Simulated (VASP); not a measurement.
Crystal: Ta.

```
Ta
1.0
    -1.68367    1.68367    1.68367
     1.68367   -1.68367    1.68367
     1.68367    1.68367   -1.68367
Ta
1
Direct
  0.00000 0.00000 0.00000
```

Program: VASP 6.6.1. Alike in all runs: task single point; potentials or basis VASP PAW PBE potentials, release 64 (Ta_pv); no spin polarisation; cell as given; k mesh 11 × 11 × 11; cutoff (eV) 520; smearing fermi-dirac 0.05 eV.

Problem. Order these runs on this cell by their pressure, lowest first.
A. level PBE
B. level r2SCAN
C. level PBEsol

Solution. C (-14.2 GPa), B (-10.0 GPa), A (-8.0 GPa).

Caveats: the PAW data sets were made with another functional, which shifts forces and pressure a little (some runs).
